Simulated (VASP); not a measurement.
Wanted: the native input for a VASP 6.6.1 run.

```yaml
Task: single point
Functional: PBE
Potentials_or_basis: VASP PAW PBE potentials, release 64 (Ta_pv, Nb_sv, O)
Cutoff: 520 eV
k_mesh: 6 × 6 × 4
Occupations: gaussian, width 0.1 eV
Spin: no spin polarisation
Dipole_correction: no
Further_INCAR_settings: ALGO = Normal; EDIFF = 1e-06; NBANDS = 22
```

The structure of TaNbO lies in POSCAR:

```
TaNbO
1.0
    3.7773028300      0.0000000000      0.0000000000
   -1.8886514200      3.2712402100      0.0000000000
    0.0000000000      0.0000000000      4.1641130500
Ta Nb O
1 1 1
Direct
    0.3333333300      0.6666666700      0.5000000000
    0.0000000000      0.0000000000      0.5000000000
    0.6666666700      0.3333333300      0.0000000000
```

The input as run:

INCAR

```
SYSTEM = TaNbO
PREC = Accurate
ENCUT = 520
EDIFF = 1E-6
ISMEAR = 0
SIGMA = 0.1
LREAL = .FALSE.
LASPH = .TRUE.
NELM = 60
ALGO = Normal
ISIF = 2
LWAVE = .FALSE.
LCHARG = .FALSE.
GGA = PE
NBANDS = 22
```

KPOINTS

```
Automatic mesh
0
G
  6 6 4
  0 0 0
```

Potentials or basis: VASP PAW PBE potentials, release 64 (Ta_pv, Nb_sv, O).

Command:

```sh
$ cat potpaw_PBE.64/Ta_pv/POTCAR potpaw_PBE.64/Nb_sv/POTCAR potpaw_PBE.64/O/POTCAR > POTCAR
$ mpirun -np 1 vasp_std > vasp.out
```

It gave:

```json
{
 "Pressure": "25.4 GPa",
 "Band gap on the k mesh": "zero (band 15 reaches 6.54 eV, above the bottom of band 16 at 5.22 eV)"
}
```

Caveat: the k points lie up to 0.38 Å⁻¹ apart; spin-orbit coupling is left out, which moves the levels of the heavy elements.

It took 46 s on 1 thread of Intel Xeon 6975P-C (shared host), peak memory 0.18 GiB.
